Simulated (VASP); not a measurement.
# Sr4HfO (P6/mmm) in VASP: relaxation of cell and atoms with PBE

Aim: the relaxation of cell and atoms of Sr4HfO with PBE.

Program: VASP 6.6.1. These are calculated values, not measurements. Logs are shortened: lines on timing, memory, paths and dates and some standing lists are left out, and cuts for length are marked.

## (1) The cell of the first run

Symmetry: P6/mmm, No. 191, hexagonal system. Conventional cell: a = 5.853 Å, b = 5.853 Å, c = 6.847 Å, α = 90.00°, β = 90.00°, γ = 120.00°. Within 4.4 Å of Sr (site symmetry 3m) lie 5 Sr at 3.35 to 3.50 Å and 3 Hf at 3.77 Å and 3 O at 3.81 Å. Within 4.5 Å of Hf (site symmetry 6/mmm) lie 2 O at 3.42 Å and 12 Sr at 3.77 Å. O (site symmetry 6/mmm) has 2 Hf at 3.42 Å and 12 Sr at 3.81 Å within 4.5 Å.

The cell was generated, and may not be a known phase.

## (2) Relaxation of cell and atoms, PBE

Contents of INCAR:

```
PREC = Accurate ; ENCUT = 600
EDIFF = 1E-6 ; ISMEAR = 0
SIGMA = 0.1 ; LREAL = False
LASPH = True ; NELM = 100
ALGO = Fast ; ISIF = 3
LWAVE = False ; LCHARG = False
GGA = PE ; IBRION = 2
NSW = 100 ; EDIFFG = -0.01
```

Contents of KPOINTS:

```
Automatic mesh
0
Gamma
  6 6 6
```

Contents of POSCAR:

```
Sr4HfO
1.0
    5.8534314971      0.0000000000      0.0000000000
   -2.9267157485      5.0692203758      0.0000000000
    0.0000000000      0.0000000000      6.8465502947
Sr Hf O
4 1 1
Direct
    0.3333333333      0.6666666667      0.2555277864
    0.6666666667      0.3333333333      0.2555277864
    0.6666666667      0.3333333333      0.7444722136
    0.3333333333      0.6666666667      0.7444722136
    0.0000000000      0.0000000000      0.5000000000
    0.0000000000      0.0000000000      0.0000000000
```

Potentials or basis: VASP PAW PBE potentials, release 64 (Sr_sv, Hf_pv, O).

Command:

```bash
cat potpaw_PBE.64/Sr_sv/POTCAR potpaw_PBE.64/Hf_pv/POTCAR potpaw_PBE.64/O/POTCAR > POTCAR
mpirun -np 1 vasp_std > vasp.out
```

OUTCAR:

```text
PREC = Accurate
   ENCUT = 600
   EDIFF = 1E-6
   ISMEAR = 0
   LREAL = False
   LASPH = True
   NELM = 100
   ISIF = 3
   GGA = PE
   IBRION = 2
   NSW = 100
   EDIFFG = -0.01

 ion  position               nearest neighbor table
   1  0.333  0.667  0.256-   4 3.35   2 3.38   2 3.38   2 3.38   4 3.50   5 3.77   5 3.77   5 3.77
                             3 4.76   3 4.76   3 4.76   3 4.86   3 4.86   3 4.86
   2  0.667  0.333  0.256-   3 3.35   1 3.38   1 3.38   1 3.38   3 3.50   5 3.77   5 3.77   5 3.77
                             4 4.76   4 4.76   4 4.76   4 4.86   4 4.86   4 4.86
   3  0.667  0.333  0.744-   2 3.35   4 3.38   4 3.38   4 3.38   2 3.50   5 3.77   5 3.77   5 3.77
                             1 4.76   1 4.76   1 4.76   1 4.86   1 4.86   1 4.86
   4  0.333  0.667  0.744-   1 3.35   3 3.38   3 3.38   3 3.38   1 3.50   5 3.77   5 3.77   5 3.77
                             2 4.76   2 4.76   2 4.76   2 4.86   2 4.86   2 4.86
   5  0.000  0.000  0.500-   1 3.77   2 3.77   3 3.77   4 3.77   1 3.77   4 3.77   2 3.77   3 3.77
                             2 3.77   3 3.77   1 3.77   4 3.77
   6  0.000  0.000  0.000-

  LATTYP: Found a hexagonal cell.
 ALAT       =     5.8534314971
 C/A-ratio  =     1.1696643752

  Lattice vectors:

 A1 = (   5.8534314971,   0.0000000000,   0.0000000000)
 A2 = (  -2.9267157485,   5.0692203758,   0.0000000000)
 A3 = (   0.0000000000,   0.0000000000,   6.8465502947)

Analysis of symmetry for initial positions (statically):
=====================================================================
 Subroutine PRICEL returns:
 Original cell was already a primitive cell.

 Routine SETGRP: Setting up the symmetry group for a
 hexagonal supercell.

 Subroutine GETGRP returns: Found 24 space group operations
 (whereof 24 operations were pure point group operations)
 out of a pool of 24 trial point group operations.

The static configuration has the point symmetry D_6h.

Analysis of symmetry for dynamics (positions and initial velocities):
=====================================================================
 Subroutine PRICEL returns:
 Original cell was already a primitive cell.

 Routine SETGRP: Setting up the symmetry group for a
 hexagonal supercell.

 Subroutine GETGRP returns: Found 24 space group operations
 (whereof 24 operations were pure point group operations)
 out of a pool of 24 trial point group operations.

The dynamic configuration has the point symmetry D_6h.

 Subroutine INISYM returns: Found 24 space group operations
 (whereof 24 operations are pure point group operations),
 and found     1 'primitive' translations

----------------------------------------------------------------------------------------

                                     Primitive cell

  volume of cell :     203.1531

  direct lattice vectors                    reciprocal lattice vectors
     5.853431497  0.000000000  0.000000000     0.170839960  0.098634497  0.000000000
    -2.926715748  5.069220376  0.000000000     0.000000000  0.197268993  0.000000000
     0.000000000  0.000000000  6.846550295     0.000000000  0.000000000  0.146058958

  length of vectors
     5.853431497  5.853431497  6.846550295     0.197268993  0.197268993  0.146058958

  position of ions in fractional coordinates (direct lattice)
     0.333333333  0.666666667  0.255527786
     0.666666667  0.333333333  0.255527786
     0.666666667  0.333333333  0.744472214
     0.333333333  0.666666667  0.744472214
     0.000000000  0.000000000  0.500000000
     0.000000000  0.000000000  0.000000000

  ion indices of the primitive-cell ions
   primitive index   ion index
                 1           1
                 2           2
                 3           3
                 4           4
                 5           5
                 6           6

----------------------------------------------------------------------------------------

 KPOINTS: Automatic mesh

Automatic generation of k-mesh.
 Grid dimensions read from file:
 generate k-points for:    6    6    6

 Generating k-lattice:

  Cartesian coordinates                     Fractional coordinates (reciprocal lattice)
     0.028473327  0.016439083  0.000000000     0.166666667 -0.000000000  0.000000000
     0.000000000  0.032878166  0.000000000     0.000000000  0.166666667  0.000000000
     0.000000000  0.000000000  0.024343160     0.000000000  0.000000000  0.166666667

  Length of vectors
     0.032878166  0.032878166  0.024343160

  Shift w.r.t. Gamma in fractional coordinates (k-lattice)
     0.000000000  0.000000000  0.000000000

 Subroutine IBZKPT returns following result:
 ===========================================

 Found     28 irreducible k-points:

 Following reciprocal coordinates:
            Coordinates               Weight
  0.000000  0.000000  0.000000      1.000000
  0.166667 -0.000000  0.000000      6.000000
  0.333333 -0.000000  0.000000      6.000000
  0.500000  0.000000  0.000000      3.000000
  0.166667  0.166667  0.000000      6.000000
  0.333333  0.166667  0.000000     12.000000
[... 16 lines left out ...]
  0.166667 -0.000000  0.500000      6.000000
  0.333333 -0.000000  0.500000      6.000000
 [... further k-points ...]
   k-points           NKPTS =     28   k-points in BZ     NKDIM =     28   number of bands    NBANDS=     33
   number of dos      NEDOS =    301   number of ions     NIONS =      6
   total plane-waves  NPLWV = 129024
   dimension x,y,z NGX =    48 NGY =   48 NGZ =   56
   dimension x,y,z NGXF=    96 NGYF=   96 NGZF=  112
   ions per type =               4   1   1
   NGX,Y,Z   is equivalent  to a cutoff of  13.63, 13.63, 13.60 a.u.
   NGXF,Y,Z  is equivalent  to a cutoff of  27.27, 27.27, 27.20 a.u.
 SYSTEM =  unknown system
   PREC   = accura    normal or accurate (medium, high low for compatibility)
   ISTART =      0    job   : 0-new  1-cont  2-samecut
   ICHARG =      2    charge: 1-file 2-atom 10-const
   ISPIN  =      1    spin polarized calculation?
   LNONCOLLINEAR =      F non collinear calculations
   LSORBIT =      F    spin-orbit coupling
   LASPH  =      T    aspherical Exc in radial PAW
   ENCUT  =  600.0 eV  44.10 Ry    6.64 a.u.  11.69 11.69 13.67*2*pi/ulx,y,z
   NELM   =    100;   NELMIN=  2; NELMDL= -5     # of ELM steps
   EDIFF  = 0.1E-05   stopping-criterion for ELM
   LREAL  =      F    real-space projection
   EDIFFG = -.1E-01   stopping-criterion for IOM
   NSW    =    100    number of steps for IOM
   IBRION =      2    ionic relax: 0-MD 1-quasi-New 2-CG
   NFREE  =      1    steps in history (QN), initial steepest desc. (CG)
   ISIF   =      3    stress and relaxation
   ISYM   =      2    0-nonsym 1-usesym 2-fastsym
   POTIM  = 0.5000    time-step for ionic-motion
   TEBEG  =    0.0;   TEEND  =   0.0 temperature during run
   PSTRESS=    0.0 pullay stress
   NELECT =      56.0000    total number of electrons
   NUPDOWN=      -1.0000    fix difference up-down
   EMIN   =  10.00;   EMAX   =-10.00  energy-range for DOS
   EFERMI =   0.00;   METHOD = LEGACY
   ISMEAR =     0;   SIGMA  =   0.10  broadening in eV -4-tet -1-fermi 0-gaus
   EFERMI_NEDOS =   21; number of points for ismear=-14 and -15
   IALGO  =     68    algorithm
   IMIX   =      4    mixing-type and parameters
     AMIX     =   0.40;   BMIX     =  1.00
     AMIX_MAG =   1.60;   BMIX_MAG =  1.00
  volume/ion in A,a.u.               =      33.86       228.49
  Fermi-wavevector in a.u.,A,eV,Ry     =   1.065442  2.013393 15.444870  1.135166
  Thomas-Fermi vector in A             =   2.200993
   LORBIT       =      0    0 simple, 1 ext, 2 COOP (PROOUT), +10 PAW based schemes
   GGA     = PE    functional components
   LHFCALC =     F    Hartree Fock is set to
   AEXX    =    0.0000 exact exchange contribution
   IVDW    =     0    specifies the selected vdW correction
   LEPSILON=     F    determine dielectric tensor
   LRPA    =     F    only Hartree local field effects (RPA)
 conjugate gradient relaxation of ions
 non-spin polarized calculation
 RMM-DIIS sequential band-by-band and
 Gauss-broadening in eV      SIGMA  =   0.10
  energy-cutoff  :      600.00
  volume of cell :      203.15
 maximum number of plane-waves:      6801
 NGX is ok and might be reduce to    48
   NGX = 23   NGY = 23   NGZ = 27

--------------------------------------- Ionic step        1  -------------------------------------------

 number of electron      55.9999999 magnetization

 Free energy of the ion-electron system (eV)
  ---------------------------------------------------
  ext. energy  EPLUGINS =         0.00000000
  ---------------------------------------------------
  free energy    TOTEN  =       -17.52702949 eV

  energy without entropy =      -17.48984572  energy(sigma->0) =      -17.50843760

------------------------ aborting loop because EDIFF is reached ----------------------------------------

  FORCE on cell =-STRESS in cart. coord.  units (eV):
  Direction    XX          YY          ZZ          XY          YZ          ZX
  --------------------------------------------------------------------------------------
  -------------------------------------------------------------------------------------
  Total       -0.1210223     -0.1210223      0.2989569     -0.0000000     -0.0000000     -0.0000000
  in kB       -0.9544485     -0.9544485      2.3577385     -0.0000000     -0.0000000     -0.0000000
  external PRESSURE =       0.1496138 kB  Pullay stress =       0.0000000 kB
[... 65 lines left out ...]
  energy  without entropy=      -17.4899864195  energy(sigma->0) =      -17.50886407

--------------------------------------- Ionic step        3  -------------------------------------------

 number of electron      55.9999998 magnetization

 Free energy of the ion-electron system (eV)
  ---------------------------------------------------
  ext. energy  EPLUGINS =         0.00000000
  ---------------------------------------------------
  free energy    TOTEN  =       -17.52807031 eV

  energy without entropy =      -17.48975206  energy(sigma->0) =      -17.50891118

 E-fermi :   2.5432     XC(G=0):  -8.6018

 val. band max:        2.5362658493   @ k =   0.3333   0.1667   0.3333
 cond. band min:       2.5481521422   @ k =   0.1667  -0.0000   0.5000
 fundamental gap:      0.0118862928
 Fermi energy:         2.5431545955

 k-point     1 :       0.0000    0.0000    0.0000
  band No.  band energies     occupation
      1     -33.7913      2.00000
      2     -33.7197      2.00000
      3     -33.6612      2.00000
      4     -33.5937      2.00000
      5     -29.6174      2.00000
      6     -29.2610      2.00000
[... 853 lines left out ...]
     32       3.1146      0.00000
     33       3.8301      0.00000

 [... further k-points ...]

------------------------ aborting loop because EDIFF is reached ----------------------------------------

  FORCE on cell =-STRESS in cart. coord.  units (eV):
  Direction    XX          YY          ZZ          XY          YZ          ZX
  --------------------------------------------------------------------------------------
  -------------------------------------------------------------------------------------
  Total        0.0059884      0.0059884      0.0374860      0.0000000      0.0000000      0.0000000
  in kB        0.0471831      0.0471831      0.2953566      0.0000000      0.0000000      0.0000000
  external PRESSURE =       0.1299076 kB  Pullay stress =       0.0000000 kB
[... 21 lines left out ...]
  FREE ENERGIE OF THE ION-ELECTRON SYSTEM (eV)
  ---------------------------------------------------
  free  energy   TOTEN  =       -17.5280703104 eV

  energy  without entropy=      -17.4897520580  energy(sigma->0) =      -17.50891118

 reached required accuracy - stopping structural energy minimisation
```

It took 17 min on 1 thread of Oxide Virtual Turin-like, shared host; peak memory 0.47 GiB.

Results:

```yaml
Free_energy: -17.5281 eV
Relaxed_volume: 33.89 Å³/atom
Relaxed_cell: a = 5.841 Å, b = 5.841 Å, c = 6.881 Å, α = 90.00°, β = 90.00°, γ = 120.00°
Space_group_after_relaxing_to_0.1_Å: P6/mmm (No. 191)
Energy_gained_by_relaxing: 0.2 meV/atom
Ionic_steps: 3
Pressure_after_relaxing: 0.0 GPa
Largest_force_after_relaxing: 0.005 eV/Å
Band_gap_on_the_k_mesh: zero (bands 28 and 29 overlap by 0.50 eV)
```

Forces on the atoms (eV/Å):
```
Sr   0.000  0.000  0.005
Sr   0.000  0.000  0.005
Sr   0.000  0.000 -0.005
Sr   0.000  0.000 -0.005
Hf   0.000  0.000  0.000
O    0.000  0.000  0.000
```

The path:
```csv
step,energy change (eV),largest force (eV/Å),pressure (GPa),volume (Å³)
1,0.0000,0.0003,0.01,203.15
2,-0.0007,0.0016,0.01,203.25
3,-0.0010,0.0053,0.01,203.35
```

Final structure:
```yaml
crystal:
  lattice:
    - [5.84147, 0.00000, 0.00000]
    - [-2.92073, 5.05886, 0.00000]
    - [0.00000, 0.00000, 6.88111]
  atoms:
    - { symbol: Sr, position: [0.33333, 0.66667, 0.25552] }
    - { symbol: Sr, position: [0.66667, 0.33333, 0.25552] }
    - { symbol: Sr, position: [0.66667, 0.33333, 0.74448] }
    - { symbol: Sr, position: [0.33333, 0.66667, 0.74448] }
    - { symbol: Hf, position: [0.00000, 0.00000, 0.50000] }
    - { symbol: O, position: [0.00000, 0.00000, 0.00000] }
```

Caveat: spin-orbit coupling is left out, which moves the levels of the heavy elements.
